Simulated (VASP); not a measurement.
# NaHF2 (R-3m) in VASP: notebook, part 2 of 2

VASP 6.6.1. Earlier steps stand in the parts before.

## 3. Electric field gradients, LDA (equal xx and yy strain of -2 %)

INCAR reads:

```
ALGO     = Normal         # electronic algorithm
EDIFF    = 1E-8           # SCF threshold, eV
ENCUT    = 520            # plane-wave cutoff, eV
ISIF     = 2              # what is computed and relaxed
ISMEAR   = -1             # smearing method
LASPH    = T              # aspherical terms in the spheres
LCHARG   = F              # write CHGCAR
LEFG     = T            
LREAL    = F              # projectors in reciprocal space
LWAVE    = F              # write WAVECAR
NBANDS   = 19             # bands
NELM     = 60             # most SCF steps
PREC     = Accurate       # precision mode
SIGMA    = 0.02           # smearing width, eV
```

KPOINTS reads:

```
k-points
0
Gamma
  10 10 10
```

POSCAR reads:

```
NaHF2
1.0
    1.6938763128      0.9779599452      4.6388706988
   -1.6938763128      0.9779599452      4.6388706988
    0.0000000000     -1.9559198903      4.6388706988
Na H F
1 1 2
Direct
    0.0000000000      0.0000000000      0.0000000000
    0.5000000000      0.5000000000      0.5000000000
    0.4100000000      0.4100000000      0.4100000000
    0.5900000000      0.5900000000      0.5900000000
```

Potentials or basis: VASP PAW LDA potentials, release 64 (Na_pv, H, F).

Command:

```
> cat potpaw_LDA.64/Na_pv/POTCAR potpaw_LDA.64/H/POTCAR potpaw_LDA.64/F/POTCAR > POTCAR
> mpirun -np 1 vasp_std > vasp.out
```

OUTCAR:

```text
EDIFF = 1E-8
   ENCUT = 520
   ISIF = 2
   ISMEAR = -1
   LASPH = T
   LREAL = F
   NELM = 60
   PREC = Accurate

 ion  position               nearest neighbor table
   1  0.000  0.000  0.000-   4 2.23   4 2.23   3 2.23   3 2.23   4 2.23   3 2.23
   2  0.500  0.500  0.500-   3 1.25   4 1.25
   3  0.410  0.410  0.410-   2 1.25   1 2.23   1 2.23   1 2.23
   4  0.590  0.590  0.590-   2 1.25   1 2.23   1 2.23   1 2.23

  LATTYP: Found a trigonal (rhomboedric) cell.
 ALAT       =     5.0343563618
 COS(alpha) =     0.7735848533

  Lattice vectors:

 A1 = (   1.6938763128,   0.9779599452,   4.6388706988)
 A2 = (  -1.6938763128,   0.9779599452,   4.6388706988)
 A3 = (   0.0000000000,  -1.9559198903,   4.6388706988)

Analysis of symmetry for initial positions (statically):
=====================================================================
 Subroutine PRICEL returns:
 Original cell was already a primitive cell.

 Routine SETGRP: Setting up the symmetry group for a
 trigonal (rhombohedral) supercell.

 Subroutine GETGRP returns: Found 12 space group operations
 (whereof 12 operations were pure point group operations)
 out of a pool of 12 trial point group operations.

The static configuration has the point symmetry D_3d.

Analysis of symmetry for dynamics (positions and initial velocities):
=====================================================================
 Subroutine PRICEL returns:
 Original cell was already a primitive cell.

 Routine SETGRP: Setting up the symmetry group for a
 trigonal (rhombohedral) supercell.

 Subroutine GETGRP returns: Found 12 space group operations
 (whereof 12 operations were pure point group operations)
 out of a pool of 12 trial point group operations.

The dynamic configuration has the point symmetry D_3d.

 Subroutine INISYM returns: Found 12 space group operations
 (whereof 12 operations are pure point group operations),
 and found     1 'primitive' translations

----------------------------------------------------------------------------------------

                                     Primitive cell

  volume of cell :      46.1069

  direct lattice vectors                    reciprocal lattice vectors
     1.693876313  0.977959945  4.638870699     0.295180939  0.170422794  0.071856569
    -1.693876313  0.977959945  4.638870699    -0.295180939  0.170422794  0.071856569
     0.000000000 -1.955919890  4.638870699     0.000000000 -0.340845589  0.071856569

  length of vectors
     5.034356362  5.034356362  5.034356362     0.348337598  0.348337598  0.348337598

  position of ions in fractional coordinates (direct lattice)
     0.000000000  0.000000000  0.000000000
     0.500000000  0.500000000  0.500000000
     0.410000000  0.410000000  0.410000000
     0.590000000  0.590000000  0.590000000

  ion indices of the primitive-cell ions
   primitive index   ion index
                 1           1
                 2           2
                 3           3
                 4           4
[... 80 lines left out ...]
   POTIM  = 0.5000    time-step for ionic-motion
   TEBEG  =    0.0;   TEEND  =   0.0 temperature during run
   PSTRESS=    0.0 pullay stress
   NELECT =      22.0000    total number of electrons
   NUPDOWN=      -1.0000    fix difference up-down
   EMIN   =  10.00;   EMAX   =-10.00  energy-range for DOS
   EFERMI =   0.00;   METHOD = LEGACY
   ISMEAR =    -1;   SIGMA  =   0.02  broadening in eV -4-tet -1-fermi 0-gaus
   EFERMI_NEDOS =   21; number of points for ismear=-14 and -15
   IALGO  =     38    algorithm
   IMIX   =      4    mixing-type and parameters
     AMIX     =   0.40;   BMIX     =  1.00
     AMIX_MAG =   1.60;   BMIX_MAG =  1.00
  volume/ion in A,a.u.               =      11.53        77.79
  Fermi-wavevector in a.u.,A,eV,Ry     =   1.279264  2.417459 22.266169  1.636517
  Thomas-Fermi vector in A             =   2.411760
   LORBIT       =      0    0 simple, 1 ext, 2 COOP (PROOUT), +10 PAW based schemes
   GGA     = CA    functional components
   LHFCALC =     F    Hartree Fock is set to
   AEXX    =    0.0000 exact exchange contribution
   IVDW    =     0    specifies the selected vdW correction
   LEPSILON=     F    determine dielectric tensor
   LRPA    =     F    only Hartree local field effects (RPA)
 non-spin polarized calculation
  energy-cutoff  :      520.00
  volume of cell :       46.11
 maximum number of plane-waves:      1266
 NGX is ok and might be reduce to    40
   NGX = 19   NGY = 19   NGZ = 19

 number of electron      21.9999996 magnetization

 Free energy of the ion-electron system (eV)
  ---------------------------------------------------
  ext. energy  EPLUGINS =         0.00000000
  ---------------------------------------------------
  free energy    TOTEN  =       -18.50446104 eV

  energy without entropy =      -18.50446104  energy(sigma->0) =      -18.50446104

 E-fermi :  -3.6070     XC(G=0):  -9.0300

 val. band max:       -4.1327681403   @ k =   0.5000   0.5000   0.5000
 cond. band min:       2.2814834815   @ k =   0.0000   0.0000   0.0000
 fundamental gap:      6.4142516218
 Fermi energy:        -3.6069599801

 k-point     1 :       0.0000    0.0000    0.0000
  band No.  band energies     occupation
      1     -23.8283      2.00000
      2     -23.2303      2.00000
      3     -22.0330      2.00000
      4     -22.0330      2.00000
      5     -21.7419      2.00000
      6      -8.6078      2.00000
[... 505 lines left out ...]
      6      -8.1084      2.00000
[... 11 lines left out ...]
     18      15.6274      0.00000
     19      15.9814      0.00000

 [... further k-points ...]
[... 5 lines left out ...]
  --------------------------------------------------------------------------------------
  -------------------------------------------------------------------------------------
  Total       -0.0254542     -0.0254542     -5.1239757      0.0000000     -0.0000000      0.0000000
  in kB       -0.8845132     -0.8845132   -178.0538466      0.0000000     -0.0000000      0.0000000
  external PRESSURE =     -59.9409576 kB  Pullay stress =       0.0000000 kB

 VOLUME and BASIS-vectors are now :
 -----------------------------------------------------------------------------
  energy-cutoff  :      520.00
  volume of cell :       46.11
      direct lattice vectors                 reciprocal lattice vectors
     1.693876313  0.977959945  4.638870699     0.295180939  0.170422794  0.071856569
    -1.693876313  0.977959945  4.638870699    -0.295180939  0.170422794  0.071856569
     0.000000000 -1.955919890  4.638870699     0.000000000 -0.340845589  0.071856569

 POSITION                                       TOTAL-FORCE (eV/Angst)
 -----------------------------------------------------------------------------------
      0.00000      0.00000      0.00000        -0.000000     -0.000000     -0.000000
      0.00000      0.00000      6.95831         0.000000     -0.000000      0.000000
      0.00000      0.00000      5.70581        -0.000000      0.000000      2.230866
      0.00000      0.00000      8.21080        -0.000000     -0.000000     -2.230866
 -----------------------------------------------------------------------------------
    total drift:                                0.000000      0.000000     -0.000000

  FREE ENERGIE OF THE ION-ELECTRON SYSTEM (eV)
  ---------------------------------------------------
  free  energy   TOTEN  =       -18.5044610429 eV

  energy  without entropy=      -18.5044610429  energy(sigma->0) =      -18.50446104

 Electric field gradients (V/A^2)
---------------------------------------------------------------------
 ion       V_xx      V_yy      V_zz      V_xy      V_xz      V_yz
---------------------------------------------------------------------
   1      -4.071    -4.071     8.143    -0.000    -0.000    -0.000
   2       0.286     0.286    -0.572    -0.000     0.000     0.000
   3     -59.538   -59.538   119.076    -0.000     0.000    -0.000
   4     -59.538   -59.538   119.076     0.000    -0.000    -0.000
---------------------------------------------------------------------

 Electric field gradients after diagonalization (V/A^2)
 (convention: |V_zz| > |V_xx| > |V_yy|)
----------------------------------------------------------------------
 ion       V_xx      V_yy      V_zz     asymmetry (V_yy - V_xx)/ V_zz
----------------------------------------------------------------------
   1      -4.071    -4.071     8.143       0.000
   2       0.286     0.286    -0.572       0.000
   3     -59.538   -59.538   119.076       0.000
   4     -59.538   -59.538   119.076       0.000
----------------------------------------------------------------------

           NMR quadrupolar parameters

 Cq : quadrupolar parameter    Cq=e*Q*V_zz/h
 eta: asymmetry parameters     (V_yy - V_xx)/ V_zz
 Q  : nuclear electric quadrupole moment in mb (millibarn)
----------------------------------------------------------------------
 ion       Cq(MHz)       eta       Q (mb)
----------------------------------------------------------------------
   1       0.020       0.000       1.000
   2      -0.001       0.000       1.000
   3       0.288       0.000       1.000
   4       0.288       0.000       1.000
----------------------------------------------------------------------
```

It took 2.8 min on 1 thread of AMD EPYC 9R45 (Zen 5), shared host; peak memory 0.21 GiB.

What came out:

* Free energy: -18.5045 eV
* Pressure: -6.0 GPa
* Largest force: 2.231 eV/Å
* Band gap on the k mesh: 6.41 eV, indirect (least direct gap 6.71 eV)

Forces in eV/Å, atoms in the order of the input:
```
Na   0.000  0.000  0.000
H    0.000  0.000  0.000
F    0.000  0.000  2.231
F    0.000  0.000 -2.231
```

Levels at points of the mesh, in eV from the valence-band top:
| k point | band 8 | band 9 | band 10 | band 11 | band 12 | band 13 | band 14 | band 15 |
| --- | --- | --- | --- | --- | --- | --- | --- | --- |
| (0.00, 0.00, 0.00) | -0.34 | -0.33 | -0.30 | -0.30 | 6.41 | 12.93 | 14.16 | 15.48 |
| (0.50, 0.00, 0.00) | -0.61 | -0.49 | -0.49 | -0.43 | 10.19 | 11.35 | 15.07 | 15.60 |
| (0.50, 0.50, 0.00) | -1.01 | -0.75 | -0.63 | -0.15 | 11.11 | 11.46 | 13.56 | 14.04 |
| (0.50, 0.50, 0.50) | -0.62 | -0.62 | 0.00 | 0.00 | 8.13 | 10.02 | 13.70 | 19.35 |

Electric field gradients, principal values (V/Å²):
```tsv
atom	least	middle	greatest (by size)
1 Na	-4.071	-4.071	8.143
2 H	0.286	0.286	-0.572
3 F	-59.538	-59.538	119.076
4 F	-59.538	-59.538	119.076
```

Caveat: the cell differs from its parent crystal (equal xx and yy strain of -2 %); without QUAD_EFG the Cq values of the log hold for a quadrupole moment of 1 mb, not for the nuclei; forces of over 1 eV/Å act on the atoms, so gaps and moduli don't describe the material at rest.
